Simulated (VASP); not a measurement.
# ScSi2Ni2 (I4/mmm) in VASP: single point with LDA

Aim: the single point of ScSi2Ni2 with LDA.

Program: VASP 6.6.1. These are calculated values, not measurements. Logs are shortened: lines on timing, memory, paths and dates and some standing lists are left out, and cuts for length are marked.

## Step 1: The cell of the first run

It takes space group I4/mmm (No. 139, tetragonal). Conventional cell: a = 3.736 Å, b = 3.736 Å, c = 9.436 Å, α = 90.00°, β = 90.00°, γ = 90.00°. Sc (site symmetry 4/mmm) has 10 Si at 2.88 to 3.57 Å and 8 Ni at 3.01 Å and 4 Sc at 3.74 Å within 3.8 Å. Si (site symmetry 4mm) has 4 Ni at 2.23 Å and 1 Si at 2.29 Å and 4 Sc at 2.88 Å within 2.9 Å. Within 3.1 Å of Ni (site symmetry -4m2) lie 4 Si at 2.23 Å and 4 Ni at 2.64 Å and 4 Sc at 3.01 Å.

## Step 2: Single point, LDA

File INCAR:

```
SYSTEM = ScSi2Ni2
ALGO     = Fast           ! electronic algorithm
EDIFF    = 1E-6           ! SCF threshold, eV
ENCUT    = 520            ! plane-wave cutoff, eV
ISIF     = 2              ! what is computed and relaxed
ISMEAR   = 0              ! smearing method
LASPH    = .True.         ! aspherical terms in the spheres
LCHARG   = .False.        ! write CHGCAR
LREAL    = .False.        ! projectors in reciprocal space
LWAVE    = .False.        ! write WAVECAR
NBANDS   = 28             ! bands
NELM     = 80             ! most SCF steps
PREC     = Accurate       ! precision mode
SIGMA    = 0.1            ! smearing width, eV
```

File KPOINTS:

```
k-points
0
Gamma
  14 14 14
  0 0 0
```

File POSCAR:

```
ScSi2Ni2
1.0
   -1.8679406348      1.8679406348      4.7180207429
    1.8679406348     -1.8679406348      4.7180207429
    1.8679406348      1.8679406348     -4.7180207429
Sc Si Ni
1 2 2
Direct
    0.0000000000      0.0000000000      0.0000000000
    0.3785722626      0.3785722626      0.0000000000
    0.6214277374      0.6214277374      0.0000000000
    0.7500000000      0.2500000000      0.5000000000
    0.2500000000      0.7500000000      0.5000000000
```

Potentials or basis: VASP PAW LDA potentials, release 64 (Sc_sv, Si, Ni).

Command:

```bash
cat potpaw_LDA.64/Sc_sv/POTCAR potpaw_LDA.64/Si/POTCAR potpaw_LDA.64/Ni/POTCAR > POTCAR
mpirun -np 1 vasp_std > vasp.out
```

OUTCAR:

```text
SYSTEM = ScSi2Ni2
   EDIFF = 1E-6
   ENCUT = 520
   ISIF = 2
   ISMEAR = 0
   LASPH = .True.
   LREAL = .False.
   NELM = 80
   PREC = Accurate

 ion  position               nearest neighbor table
   1  0.000  0.000  0.000-   3 2.88   3 2.88   3 2.88   2 2.88   3 2.88   2 2.88   2 2.88   2 2.88
                             5 3.01   4 3.01   5 3.01   4 3.01   4 3.01   4 3.01   5 3.01   5 3.01
   2  0.379  0.379  0.000-   5 2.23   4 2.23   4 2.23   5 2.23   3 2.29   1 2.88   1 2.88   1 2.88
                             1 2.88
   3  0.621  0.621  0.000-   5 2.23   4 2.23   4 2.23   5 2.23   2 2.29   1 2.88   1 2.88   1 2.88
                             1 2.88
   4  0.750  0.250  0.500-   2 2.23   3 2.23   2 2.23   3 2.23   5 2.64   5 2.64   5 2.64   5 2.64
                             1 3.01   1 3.01   1 3.01   1 3.01
   5  0.250  0.750  0.500-   2 2.23   3 2.23   2 2.23   3 2.23   4 2.64   4 2.64   4 2.64   4 2.64
                             1 3.01   1 3.01   1 3.01   1 3.01

  LATTYP: Found a body centered tetragonal cell.
 ALAT       =     3.7358812696
 C/A-ratio  =     2.5257873056

  Lattice vectors:

 A1 = (  -1.8679406348,   1.8679406348,   4.7180207429)
 A2 = (   1.8679406348,  -1.8679406348,   4.7180207429)
 A3 = (   1.8679406348,   1.8679406348,  -4.7180207429)

Analysis of symmetry for initial positions (statically):
=====================================================================
 Subroutine PRICEL returns:
 Original cell was already a primitive cell.

 Routine SETGRP: Setting up the symmetry group for a
 body centered tetragonal supercell.

 Subroutine GETGRP returns: Found 16 space group operations
 (whereof 16 operations were pure point group operations)
 out of a pool of 16 trial point group operations.

The static configuration has the point symmetry D_4h.

Analysis of symmetry for dynamics (positions and initial velocities):
=====================================================================
 Subroutine PRICEL returns:
 Original cell was already a primitive cell.

 Routine SETGRP: Setting up the symmetry group for a
 body centered tetragonal supercell.

 Subroutine GETGRP returns: Found 16 space group operations
 (whereof 16 operations were pure point group operations)
 out of a pool of 16 trial point group operations.

The dynamic configuration has the point symmetry D_4h.

 Subroutine INISYM returns: Found 16 space group operations
 (whereof 16 operations are pure point group operations),
 and found     1 'primitive' translations

----------------------------------------------------------------------------------------

                                     Primitive cell

  volume of cell :      65.8485

  direct lattice vectors                    reciprocal lattice vectors
    -1.867940635  1.867940635  4.718020743     0.000000000  0.267674460  0.105976643
     1.867940635 -1.867940635  4.718020743     0.267674460  0.000000000  0.105976643
     1.867940635  1.867940635 -4.718020743     0.267674460  0.267674460  0.000000000

  length of vectors
     5.407228880  5.407228880  5.407228880     0.287890023  0.287890023  0.378548851

  position of ions in fractional coordinates (direct lattice)
     0.000000000  0.000000000  0.000000000
     0.378572263  0.378572263  0.000000000
     0.621427737  0.621427737  0.000000000
     0.750000000  0.250000000  0.500000000
     0.250000000  0.750000000  0.500000000

  ion indices of the primitive-cell ions
   primitive index   ion index
                 1           1
                 2           2
                 3           3
                 4           4
                 5           5

----------------------------------------------------------------------------------------

 KPOINTS: k-points

Automatic generation of k-mesh.
 Grid dimensions read from file:
 generate k-points for:   14   14   14

 Generating k-lattice:

  Cartesian coordinates                     Fractional coordinates (reciprocal lattice)
     0.000000000  0.019119604  0.007569760     0.071428571 -0.000000000  0.000000000
     0.019119604  0.000000000  0.007569760    -0.000000000  0.071428571  0.000000000
     0.019119604  0.019119604  0.000000000     0.000000000  0.000000000  0.071428571

  Length of vectors
     0.020563573  0.020563573  0.027039204

  Shift w.r.t. Gamma in fractional coordinates (k-lattice)
     0.000000000  0.000000000  0.000000000

 Subroutine IBZKPT returns following result:
 ===========================================

 Found    244 irreducible k-points:

 Following reciprocal coordinates:
            Coordinates               Weight
  0.000000  0.000000  0.000000      1.000000
  0.071429 -0.000000  0.000000      8.000000
  0.142857 -0.000000  0.000000      8.000000
  0.214286 -0.000000  0.000000      8.000000
  0.285714 -0.000000  0.000000      8.000000
  0.357143 -0.000000  0.000000      8.000000
[... 16 lines left out ...]
  0.214286  0.142857  0.000000     16.000000
  0.285714  0.142857  0.000000     16.000000
 [... further k-points ...]
   k-points           NKPTS =    244   k-points in BZ     NKDIM =    244   number of bands    NBANDS=     28
   number of dos      NEDOS =    301   number of ions     NIONS =      5
   total plane-waves  NPLWV =  64000
   dimension x,y,z NGX =    40 NGY =   40 NGZ =   40
   dimension x,y,z NGXF=    80 NGYF=   80 NGZF=   80
   ions per type =               1   2   2
   NGX,Y,Z   is equivalent  to a cutoff of  12.30, 12.30, 12.30 a.u.
   NGXF,Y,Z  is equivalent  to a cutoff of  24.60, 24.60, 24.60 a.u.
 SYSTEM =  ScSi2Ni2
   PREC   = accura    normal or accurate (medium, high low for compatibility)
   ISTART =      0    job   : 0-new  1-cont  2-samecut
   ICHARG =      2    charge: 1-file 2-atom 10-const
   ISPIN  =      1    spin polarized calculation?
   LNONCOLLINEAR =      F non collinear calculations
   LSORBIT =      F    spin-orbit coupling
   LASPH  =      T    aspherical Exc in radial PAW
   ENCUT  =  520.0 eV  38.22 Ry    6.18 a.u.  10.05 10.05 10.05*2*pi/ulx,y,z
   NELM   =     80;   NELMIN=  2; NELMDL= -5     # of ELM steps
   EDIFF  = 0.1E-05   stopping-criterion for ELM
   LREAL  =      F    real-space projection
   EDIFFG = 0.1E-04   stopping-criterion for IOM
   NSW    =      0    number of steps for IOM
   IBRION =     -1    ionic relax: 0-MD 1-quasi-New 2-CG
   NFREE  =      0    steps in history (QN), initial steepest desc. (CG)
   ISIF   =      2    stress and relaxation
   ISYM   =      2    0-nonsym 1-usesym 2-fastsym
   POTIM  = 0.5000    time-step for ionic-motion
   TEBEG  =    0.0;   TEEND  =   0.0 temperature during run
   PSTRESS=    0.0 pullay stress
   NELECT =      39.0000    total number of electrons
   NUPDOWN=      -1.0000    fix difference up-down
   EMIN   =  10.00;   EMAX   =-10.00  energy-range for DOS
   EFERMI =   0.00;   METHOD = LEGACY
   ISMEAR =     0;   SIGMA  =   0.10  broadening in eV -4-tet -1-fermi 0-gaus
   EFERMI_NEDOS =   21; number of points for ismear=-14 and -15
   IALGO  =     68    algorithm
   IMIX   =      4    mixing-type and parameters
     AMIX     =   0.40;   BMIX     =  1.00
     AMIX_MAG =   1.60;   BMIX_MAG =  1.00
  volume/ion in A,a.u.               =      13.17        88.87
  Fermi-wavevector in a.u.,A,eV,Ry     =   1.374826  2.598044 25.717001  1.890146
  Thomas-Fermi vector in A             =   2.500217
   LORBIT       =      0    0 simple, 1 ext, 2 COOP (PROOUT), +10 PAW based schemes
   GGA     = CA    functional components
   LHFCALC =     F    Hartree Fock is set to
   AEXX    =    0.0000 exact exchange contribution
   IVDW    =     0    specifies the selected vdW correction
   LEPSILON=     F    determine dielectric tensor
   LRPA    =     F    only Hartree local field effects (RPA)
 non-spin polarized calculation
 RMM-DIIS sequential band-by-band and
 Gauss-broadening in eV      SIGMA  =   0.10
  energy-cutoff  :      520.00
  volume of cell :       65.85
 maximum number of plane-waves:      1798
   NGX = 21   NGY = 21   NGZ = 21

 number of electron      38.9999993 magnetization

 Free energy of the ion-electron system (eV)
  ---------------------------------------------------
  ext. energy  EPLUGINS =         0.00000000
  ---------------------------------------------------
  free energy    TOTEN  =       -36.22760560 eV

  energy without entropy =      -36.21021693  energy(sigma->0) =      -36.21891127

 E-fermi :   8.7798     XC(G=0): -12.1915

 val. band max:        8.7789299048   @ k =  -0.3571   0.4286   0.1429
 cond. band min:       8.7849588102   @ k =  -0.3571   0.3571   0.0714
 fundamental gap:      0.0060289054
 Fermi energy:         8.7797953158

 k-point     1 :       0.0000    0.0000    0.0000
  band No.  band energies     occupation
      1     -39.8698      2.00000
      2     -18.8986      2.00000
      3     -18.8302      2.00000
      4     -18.8302      2.00000
      5      -2.8354      2.00000
      6       1.9397      2.00000
[... 20 lines left out ...]
     27      13.9737      0.00000
     28      14.2304      0.00000

 k-point     2 :       0.0714   -0.0000    0.0000
  band No.  band energies     occupation
      1     -39.8696      2.00000
      2     -18.8983      2.00000
      3     -18.8339      2.00000
      4     -18.8298      2.00000
      5      -2.7762      2.00000
      6       1.8507      2.00000
[... 20 lines left out ...]
     27      13.6890      0.00000
     28      14.1767      0.00000

 k-point     3 :       0.1429   -0.0000    0.0000
  band No.  band energies     occupation
      1     -39.8690      2.00000
      2     -18.8974      2.00000
      3     -18.8444      2.00000
      4     -18.8287      2.00000
      5      -2.6014      2.00000
      6       1.6725      2.00000
[... 616 lines left out ...]
      3     -18.8576      2.00000
      4     -18.8408      2.00000
      5      -2.0182      2.00000
      6       1.1223      2.00000
[... 20 lines left out ...]
     27      14.9780      0.00000
     28      15.4850      0.00000

 k-point    24 :       0.2857    0.1429    0.0000
  band No.  band energies     occupation
      1     -39.8663      2.00000
      2     -18.8940      2.00000
      3     -18.8739      2.00000
      4     -18.8388      2.00000
      5      -1.6459      2.00000
      6       0.9685      2.00000
[... 20 lines left out ...]
     27      14.7520      0.00000
     28      15.0772      0.00000

 [... further k-points ...]

------------------------ aborting loop because EDIFF is reached ----------------------------------------

  FORCE on cell =-STRESS in cart. coord.  units (eV):
  Direction    XX          YY          ZZ          XY          YZ          ZX
  --------------------------------------------------------------------------------------
  -------------------------------------------------------------------------------------
  Total        0.1605586      0.1605586      0.1090499      0.0000000      0.0000000     -0.0000000
  in kB        3.9065942      3.9065942      2.6533208      0.0000000      0.0000000     -0.0000000
  external PRESSURE =       3.4888364 kB  Pullay stress =       0.0000000 kB

 VOLUME and BASIS-vectors are now :
 -----------------------------------------------------------------------------
  energy-cutoff  :      520.00
  volume of cell :       65.85
      direct lattice vectors                 reciprocal lattice vectors
    -1.867940635  1.867940635  4.718020743     0.000000000  0.267674460  0.105976643
     1.867940635 -1.867940635  4.718020743     0.267674460  0.000000000  0.105976643
     1.867940635  1.867940635 -4.718020743     0.267674460  0.267674460  0.000000000

 POSITION                                       TOTAL-FORCE (eV/Angst)
 -----------------------------------------------------------------------------------
      0.00000      0.00000      0.00000        -0.000000     -0.000000     -0.000000
      0.00000      0.00000      3.57222         0.000000      0.000000      0.019613
      0.00000      0.00000      5.86382        -0.000000     -0.000000     -0.019613
      0.00000      1.86794      2.35901        -0.000000     -0.000000      0.000000
      1.86794      0.00000      2.35901        -0.000000     -0.000000      0.000000
 -----------------------------------------------------------------------------------
    total drift:                                0.000000     -0.000000     -0.000000

  FREE ENERGIE OF THE ION-ELECTRON SYSTEM (eV)
  ---------------------------------------------------
  free  energy   TOTEN  =       -36.2276056015 eV

  energy  without entropy=      -36.2102169299  energy(sigma->0) =      -36.21891127
```

Wall time 40 min (1 thread of Intel Xeon Platinum 8259CL at 2.50GHz (Skylake/Cascade Lake), shared host); peak memory 0.53 GiB.

What came out:

```
Free energy            : -36.2276 eV
Pressure               : 0.3 GPa
Largest force          : 0.020 eV/Å
Band gap on the k mesh : zero (an odd number of electrons rules out a gap without spin polarisation)
```

Forces in eV/Å, atoms in the order of the input:
```
Sc   0.000  0.000  0.000
Si   0.000  0.000  0.020
Si   0.000  0.000 -0.020
Ni   0.000  0.000  0.000
Ni   0.000  0.000  0.000
```

Levels at points of the mesh, in eV from the Fermi level:
```tsv
k point	band 18	band 19	band 20	band 21	band 22	band 23
(0.00, 0.00, 0.00)	-1.05	-0.83	-0.52	1.97	1.97	2.08
(0.50, 0.00, 0.00)	-1.57	-0.32	1.06	1.46	1.99	2.98
(0.50, 0.50, 0.00)	-1.80	-1.48	-0.46	-0.27	2.97	3.23
(0.50, 0.50, 0.50)	-0.83	-0.23	0.48	1.97	2.22	2.22
```

Spin polarisation is off, so any magnetic state and its effect on volume and gap are missing.
